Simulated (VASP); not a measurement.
# ScGaTeSe2 (P4/mmm) in VASP: further runs

The runs below take ScGaTeSe2 through single point, with PBE.

Program: VASP 6.6.1. These are calculated values, not measurements. Logs are shortened: lines on timing, memory, paths and dates and some standing lists are left out, and cuts for length are marked.

## Step 1: The cell of the first run

The structure is tetragonal, space group P4/mmm (No. 123). The conventional cell has a = 5.147 Å, b = 5.147 Å, c = 4.969 Å, α = 90.00°, β = 90.00°, γ = 90.00°. Sc (site symmetry 4/mmm) has 8 Se at 3.58 Å and 4 Ga at 3.64 Å and 8 Te at 4.41 Å within 4.7 Å. Ga (site symmetry 4/mmm) has 2 Te at 2.48 Å within 3.3 Å. Within 3.3 Å of Te (site symmetry 4/mmm) lie 2 Ga at 2.48 Å and 4 Se at 2.57 Å. Se (site symmetry mmm) has 2 Te at 2.57 Å within 3.4 Å.

The cell was generated, and may not be a known phase.

## Step 2: Single point, PBE

INCAR reads:

```
PREC = Accurate
ENCUT = 520
EDIFF = 1E-6
ISMEAR = 0
SIGMA = 0.1
LREAL = False
LASPH = True
NELM = 80
ALGO = Normal
ISIF = 2
LWAVE = False
LCHARG = False
GGA = PE
NBANDS = 29
```

KPOINTS reads:

```
Automatic mesh
0
Gamma
  4 4 4
```

POSCAR reads:

```
ScGaTeSe2
1.0
    5.1474160000      0.0000000000      0.0000000000
    0.0000000000      5.1474160000      0.0000000000
    0.0000000000      0.0000000000      4.9691109800
Sc Ga Te Se
1 1 1 2
Direct
    0.0000000000      0.0000000000      0.0000000000
    0.5000000000      0.5000000000      0.0000000000
    0.5000000000      0.5000000000      0.5000000000
    0.5000000000      0.0000000000      0.5000000000
    0.0000000000      0.5000000000      0.5000000000
```

Potentials or basis: VASP PAW PBE potentials, release 64 (Sc_sv, Ga_d, Te, Se).

Started as:

```sh
> cat potpaw_PBE.64/Sc_sv/POTCAR potpaw_PBE.64/Ga_d/POTCAR potpaw_PBE.64/Te/POTCAR potpaw_PBE.64/Se/POTCAR > POTCAR
> mpirun -np 1 vasp_std > vasp.out
```

OUTCAR:

```text
PREC = Accurate
   ENCUT = 520
   EDIFF = 1E-6
   ISMEAR = 0
   LREAL = False
   LASPH = True
   NELM = 80
   ISIF = 2
   GGA = PE

 ion  position               nearest neighbor table
   1  0.000  0.000  0.000-
   2  0.500  0.500  0.000-   3 2.48   3 2.48
   3  0.500  0.500  0.500-   2 2.48   2 2.48   5 2.57   4 2.57   4 2.57   5 2.57
   4  0.500  0.000  0.500-   3 2.57   3 2.57
   5  0.000  0.500  0.500-   3 2.57   3 2.57

  LATTYP: Found a simple tetragonal cell.
 ALAT       =     5.1474160000
 C/A-ratio  =     0.9653602856

  Lattice vectors:

 A1 = (   5.1474160000,   0.0000000000,   0.0000000000)
 A2 = (   0.0000000000,   5.1474160000,   0.0000000000)
 A3 = (   0.0000000000,   0.0000000000,   4.9691109800)

Analysis of symmetry for initial positions (statically):
=====================================================================
 Subroutine PRICEL returns:
 Original cell was already a primitive cell.

 Routine SETGRP: Setting up the symmetry group for a
 simple tetragonal supercell.

 Subroutine GETGRP returns: Found 16 space group operations
 (whereof 16 operations were pure point group operations)
 out of a pool of 16 trial point group operations.

The static configuration has the point symmetry D_4h.

Analysis of symmetry for dynamics (positions and initial velocities):
=====================================================================
 Subroutine PRICEL returns:
 Original cell was already a primitive cell.

 Routine SETGRP: Setting up the symmetry group for a
 simple tetragonal supercell.

 Subroutine GETGRP returns: Found 16 space group operations
 (whereof 16 operations were pure point group operations)
 out of a pool of 16 trial point group operations.

The dynamic configuration has the point symmetry D_4h.

 Subroutine INISYM returns: Found 16 space group operations
 (whereof 16 operations are pure point group operations),
 and found     1 'primitive' translations

----------------------------------------------------------------------------------------

                                     Primitive cell

  volume of cell :     131.6610

  direct lattice vectors                    reciprocal lattice vectors
     5.147416000  0.000000000  0.000000000     0.194272233  0.000000000  0.000000000
     0.000000000  5.147416000  0.000000000     0.000000000  0.194272233  0.000000000
     0.000000000  0.000000000  4.969110980     0.000000000  0.000000000  0.201243241

  length of vectors
     5.147416000  5.147416000  4.969110980     0.194272233  0.194272233  0.201243241

  position of ions in fractional coordinates (direct lattice)
     0.000000000  0.000000000  0.000000000
     0.500000000  0.500000000  0.000000000
     0.500000000  0.500000000  0.500000000
     0.500000000  0.000000000  0.500000000
     0.000000000  0.500000000  0.500000000

  ion indices of the primitive-cell ions
   primitive index   ion index
                 1           1
                 2           2
                 3           3
                 4           4
                 5           5

----------------------------------------------------------------------------------------

 KPOINTS: Automatic mesh

Automatic generation of k-mesh.
 Grid dimensions read from file:
 generate k-points for:    4    4    4

 Generating k-lattice:

  Cartesian coordinates                     Fractional coordinates (reciprocal lattice)
     0.048568058  0.000000000  0.000000000     0.250000000  0.000000000  0.000000000
     0.000000000  0.048568058  0.000000000     0.000000000  0.250000000  0.000000000
     0.000000000  0.000000000  0.050310810     0.000000000  0.000000000  0.250000000

  Length of vectors
     0.048568058  0.048568058  0.050310810

  Shift w.r.t. Gamma in fractional coordinates (k-lattice)
     0.000000000  0.000000000  0.000000000

 Subroutine IBZKPT returns following result:
 ===========================================

 Found     18 irreducible k-points:

 Following reciprocal coordinates:
            Coordinates               Weight
  0.000000  0.000000  0.000000      1.000000
  0.250000  0.000000  0.000000      4.000000
  0.500000  0.000000  0.000000      2.000000
  0.250000  0.250000  0.000000      4.000000
  0.500000  0.250000  0.000000      4.000000
  0.500000  0.500000  0.000000      1.000000
[... 10 lines left out ...]
  0.500000  0.250000  0.500000      4.000000
  0.500000  0.500000  0.500000      1.000000
   k-points           NKPTS =     18   k-points in BZ     NKDIM =     18   number of bands    NBANDS=     29
   number of dos      NEDOS =    301   number of ions     NIONS =      5
   total plane-waves  NPLWV =  64000
   dimension x,y,z NGX =    40 NGY =   40 NGZ =   40
   dimension x,y,z NGXF=    80 NGYF=   80 NGZF=   80
   ions per type =               1   1   1   2
   NGX,Y,Z   is equivalent  to a cutoff of  12.92, 12.92, 13.38 a.u.
   NGXF,Y,Z  is equivalent  to a cutoff of  25.84, 25.84, 26.76 a.u.
 SYSTEM =  unknown system
   PREC   = accura    normal or accurate (medium, high low for compatibility)
   ISTART =      0    job   : 0-new  1-cont  2-samecut
   ICHARG =      2    charge: 1-file 2-atom 10-const
   ISPIN  =      1    spin polarized calculation?
   LNONCOLLINEAR =      F non collinear calculations
   LSORBIT =      F    spin-orbit coupling
   LASPH  =      T    aspherical Exc in radial PAW
   ENCUT  =  520.0 eV  38.22 Ry    6.18 a.u.   9.57  9.57  9.24*2*pi/ulx,y,z
   NELM   =     80;   NELMIN=  2; NELMDL= -5     # of ELM steps
   EDIFF  = 0.1E-05   stopping-criterion for ELM
   LREAL  =      F    real-space projection
   EDIFFG = 0.1E-04   stopping-criterion for IOM
   NSW    =      0    number of steps for IOM
   IBRION =     -1    ionic relax: 0-MD 1-quasi-New 2-CG
   NFREE  =      0    steps in history (QN), initial steepest desc. (CG)
   ISIF   =      2    stress and relaxation
   ISYM   =      2    0-nonsym 1-usesym 2-fastsym
   POTIM  = 0.5000    time-step for ionic-motion
   TEBEG  =    0.0;   TEEND  =   0.0 temperature during run
   PSTRESS=    0.0 pullay stress
   NELECT =      42.0000    total number of electrons
   NUPDOWN=      -1.0000    fix difference up-down
   EMIN   =  10.00;   EMAX   =-10.00  energy-range for DOS
   EFERMI =   0.00;   METHOD = LEGACY
   ISMEAR =     0;   SIGMA  =   0.10  broadening in eV -4-tet -1-fermi 0-gaus
   EFERMI_NEDOS =   21; number of points for ismear=-14 and -15
   IALGO  =     38    algorithm
   IMIX   =      4    mixing-type and parameters
     AMIX     =   0.40;   BMIX     =  1.00
     AMIX_MAG =   1.60;   BMIX_MAG =  1.00
  volume/ion in A,a.u.               =      26.33       177.70
  Fermi-wavevector in a.u.,A,eV,Ry     =   1.118593  2.113835 17.024301  1.251251
  Thomas-Fermi vector in A             =   2.255226
   LORBIT       =      0    0 simple, 1 ext, 2 COOP (PROOUT), +10 PAW based schemes
   GGA     = PE    functional components
   LHFCALC =     F    Hartree Fock is set to
   AEXX    =    0.0000 exact exchange contribution
   IVDW    =     0    specifies the selected vdW correction
   LEPSILON=     F    determine dielectric tensor
   LRPA    =     F    only Hartree local field effects (RPA)
 non-spin polarized calculation
 Gauss-broadening in eV      SIGMA  =   0.10
  energy-cutoff  :      520.00
  volume of cell :      131.66
 maximum number of plane-waves:      3560
 NGX is ok and might be reduce to    40
   NGX = 19   NGY = 19   NGZ = 19

 number of electron      42.0000000 magnetization

 Free energy of the ion-electron system (eV)
  ---------------------------------------------------
  ext. energy  EPLUGINS =         0.00000000
  ---------------------------------------------------
  free energy    TOTEN  =       -17.19612501 eV

  energy without entropy =      -17.16599670  energy(sigma->0) =      -17.18106086

 E-fermi :   4.8329     XC(G=0):  -9.4066

 val. band max:        4.7781499767   @ k =   0.5000   0.0000   0.0000
 cond. band min:       4.8471672039   @ k =   0.5000   0.5000   0.2500
 fundamental gap:      0.0690172273
 Fermi energy:         4.8329081209

 k-point     1 :       0.0000    0.0000    0.0000
  band No.  band energies     occupation
      1     -46.6253      2.00000
      2     -25.3505      2.00000
      3     -25.1209      2.00000
      4     -25.1209      2.00000
      5     -11.1505      2.00000
      6     -10.3722      2.00000
[... 21 lines left out ...]
     28       6.4203      0.00000
     29       9.2260      0.00000

 k-point     2 :       0.2500    0.0000    0.0000
  band No.  band energies     occupation
      1     -46.6253      2.00000
      2     -25.3505      2.00000
      3     -25.1213      2.00000
      4     -25.1208      2.00000
      5     -11.0250      2.00000
      6     -10.3727      2.00000
[... 21 lines left out ...]
     28       7.7646      0.00000
     29       8.2762      0.00000

 k-point     3 :       0.5000    0.0000    0.0000
  band No.  band energies     occupation
      1     -46.6253      2.00000
      2     -25.3504      2.00000
      3     -25.1217      2.00000
      4     -25.1208      2.00000
      5     -10.8985      2.00000
      6     -10.3732      2.00000
[... 21 lines left out ...]
     28       7.7640      0.00000
     29       8.7338      0.00000

 k-point     4 :       0.2500    0.2500    0.0000
  band No.  band energies     occupation
      1     -46.6253      2.00000
      2     -25.3504      2.00000
      3     -25.1213      2.00000
      4     -25.1212      2.00000
      5     -10.9191      2.00000
      6     -10.3727      2.00000
[... 21 lines left out ...]
     28       7.8880      0.00000
     29       8.2491      0.00000

 k-point     5 :       0.5000    0.2500    0.0000
  band No.  band energies     occupation
      1     -46.6253      2.00000
      2     -25.3504      2.00000
      3     -25.1217      2.00000
      4     -25.1212      2.00000
      5     -10.8189      2.00000
      6     -10.3732      2.00000
[... 21 lines left out ...]
     28       6.2136      0.00000
     29       8.4364      0.00000
[... 318 lines left out ...]
     28       6.9292      0.00000
     29       8.3093      0.00000

 k-point    16 :       0.2500    0.2500    0.5000
  band No.  band energies     occupation
      1     -46.6253      2.00000
      2     -25.3517      2.00000
      3     -25.1211      2.00000
      4     -25.1211      2.00000
      5     -10.5326      2.00000
      6     -10.4054      2.00000
[... 21 lines left out ...]
     28       7.6133      0.00000
     29       7.8940      0.00000

 k-point    17 :       0.5000    0.2500    0.5000
  band No.  band energies     occupation
      1     -46.6253      2.00000
      2     -25.3516      2.00000
      3     -25.1215      2.00000
      4     -25.1211      2.00000
      5     -10.5325      2.00000
      6     -10.3987      2.00000
[... 21 lines left out ...]
     28       7.4318      0.00000
     29       7.6687      0.00000

 k-point    18 :       0.5000    0.5000    0.5000
  band No.  band energies     occupation
      1     -46.6253      2.00000
      2     -25.3516      2.00000
      3     -25.1215      2.00000
      4     -25.1215      2.00000
      5     -10.5324      2.00000
      6     -10.3984      2.00000
[... 21 lines left out ...]
     28       7.1721      0.00000
     29       7.1721      0.00000

------------------------ aborting loop because EDIFF is reached ----------------------------------------

  FORCE on cell =-STRESS in cart. coord.  units (eV):
  Direction    XX          YY          ZZ          XY          YZ          ZX
  --------------------------------------------------------------------------------------
  -------------------------------------------------------------------------------------
  Total        8.4069194      8.4069194      3.3950604      0.0000000      0.0000000      0.0000000
  in kB      102.3034393    102.3034393     41.3143438      0.0000000      0.0000000      0.0000000
  external PRESSURE =      81.9737408 kB  Pullay stress =       0.0000000 kB

 VOLUME and BASIS-vectors are now :
 -----------------------------------------------------------------------------
  energy-cutoff  :      520.00
  volume of cell :      131.66
      direct lattice vectors                 reciprocal lattice vectors
     5.147416000  0.000000000  0.000000000     0.194272233  0.000000000  0.000000000
     0.000000000  5.147416000  0.000000000     0.000000000  0.194272233  0.000000000
     0.000000000  0.000000000  4.969110980     0.000000000  0.000000000  0.201243241

 POSITION                                       TOTAL-FORCE (eV/Angst)
 -----------------------------------------------------------------------------------
      0.00000      0.00000      0.00000         0.000000      0.000000      0.000000
      2.57371      2.57371      0.00000         0.000000      0.000000      0.000000
      2.57371      2.57371      2.48456         0.000000      0.000000      0.000000
      2.57371      0.00000      2.48456         0.000000      0.000000      0.000000
      0.00000      2.57371      2.48456         0.000000      0.000000      0.000000
 -----------------------------------------------------------------------------------
    total drift:                               -0.000000     -0.000000     -0.000000

  FREE ENERGIE OF THE ION-ELECTRON SYSTEM (eV)
  ---------------------------------------------------
  free  energy   TOTEN  =       -17.1961250088 eV

  energy  without entropy=      -17.1659967019  energy(sigma->0) =      -17.18106086
```

It took 3.3 min on 1 thread of Intel Xeon 8259CL, shared host; peak memory 0.29 GiB.

Results:

```yaml
Free_energy: -17.1961 eV
Pressure: 8.2 GPa
Band_gap_on_the_k_mesh: zero (bands 21 and 22 overlap by 0.95 eV)
```

Levels at points of the mesh, in eV from the Fermi level:
| k point | band 18 | band 19 | band 20 | band 21 | band 22 | band 23 | band 24 | band 25 |
| --- | --- | --- | --- | --- | --- | --- | --- | --- |
| (0.00, 0.00, 0.00) | -1.93 | -1.90 | -1.19 | 0.06 | 0.27 | 0.29 | 0.29 | 0.30 |
| (0.50, 0.00, 0.00) | -2.76 | -1.69 | -1.27 | -1.03 | -0.54 | -0.05 | 0.36 | 0.69 |
| (0.50, 0.50, 0.00) | -2.34 | -1.56 | -1.56 | -0.78 | -0.18 | 0.39 | 0.45 | 0.45 |
| (0.00, 0.00, 0.50) | -2.10 | -2.10 | -0.16 | -0.16 | 0.25 | 0.41 | 1.14 | 1.14 |
| (0.50, 0.00, 0.50) | -2.29 | -1.33 | -0.79 | -0.29 | 0.36 | 0.47 | 0.58 | 1.13 |
| (0.50, 0.50, 0.50) | -0.90 | -0.90 | -0.50 | -0.34 | 0.04 | 0.44 | 0.44 | 0.48 |

Caveat: the stress differs along the axes, from 4 to 10 GPa; spin-orbit coupling is left out, which moves the levels of the heavy elements.

(Continued in part 2 of 2.)

The gap in the log of VASP goes by the Fermi energy; the results here count the filled bands.